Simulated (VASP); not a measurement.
Set up this calculation in VASP 6.6.1, as the native input.

* Task: single point
* Functional: r2SCAN
* Potentials or basis: VASP PAW PBE potentials, release 64 (In_d, Se)
* Cutoff: 520 eV
* k mesh: 7 × 7 × 6
* Occupations: fermi-dirac, width 0.05 eV
* Spin: no spin polarisation
* Dipole correction: no
* Further INCAR settings: ALGO = Normal; EDIFF = 1e-06; NBANDS = 27

InSe:

```xyz
4
Lattice="5.8264 -2.0546 0.0000 5.8264 2.0546 0.0000 -1.7232 0.0000 4.7713" Properties=species:S:1:pos:R:3 pbc="T T T"
In   10.2693    0.0000    0.2235
In   -0.3398    0.0000    4.5479
Se    6.5489    0.0000    3.1918
Se    3.3807    0.0000    1.5795
```

These files were run (other wordings do the same):

POSCAR

```
InSe
1.0
    5.8263928781     -2.0546489550      0.0000000000
    5.8263928781      2.0546489550      0.0000000000
   -1.7232330140      0.0000000000      4.7713478577
In Se
2 2
Direct
    0.8882032500      0.8882032500      0.0468413600
    0.1117967500      0.1117967500      0.9531586400
    0.6609275900      0.6609275900      0.6689556200
    0.3390724100      0.3390724100      0.3310443800
```

INCAR.step1

```
PREC = Accurate ; ENCUT = 520
ISMEAR = -1 ; SIGMA = 0.05
LREAL = F ; LASPH = T
NELM = 100 ; NBANDS = 27
GGA = PE ; ALGO = Normal
EDIFF = 1E-4 ; LWAVE = T
LCHARG = F
```

INCAR.step2

```
PREC = Accurate ; ENCUT = 520
EDIFF = 1E-6 ; ISMEAR = -1
SIGMA = 0.05 ; LREAL = F
LASPH = T ; NELM = 100
ALGO = Normal ; ISIF = 2
LWAVE = F ; LCHARG = F
METAGGA = R2SCAN ; LMIXTAU = T
NBANDS = 27 ; ISTART = 1
```

KPOINTS

```
regular mesh
0
Gamma
  7 7 6
```

Potentials or basis: VASP PAW PBE potentials, release 64 (In_d, Se).

Run with:

```bash
$ cat potpaw_PBE.64/In_d/POTCAR potpaw_PBE.64/Se/POTCAR > POTCAR
$ cp INCAR.step1 INCAR
$ mpirun -np 1 vasp_std > vasp.out
$ cp INCAR.step2 INCAR
$ mpirun -np 1 vasp_std > vasp.out
```

It gave:

- Pressure: -0.1 GPa
- Largest force: 0.028 eV/Å
- Band gap on the k mesh: 1.50 eV (least direct gap 1.62 eV)

Caveat: the PAW data sets were made with another functional, which shifts forces and pressure a little; spin-orbit coupling is left out, which moves the levels of the heavy elements.

Wall time 19 min on 1 thread of Intel(R) Xeon(R) Platinum 8259CL CPU @ 2.50GHz (Skylake/Cascade Lake), with other jobs on the host, peak memory 0.47 GiB.
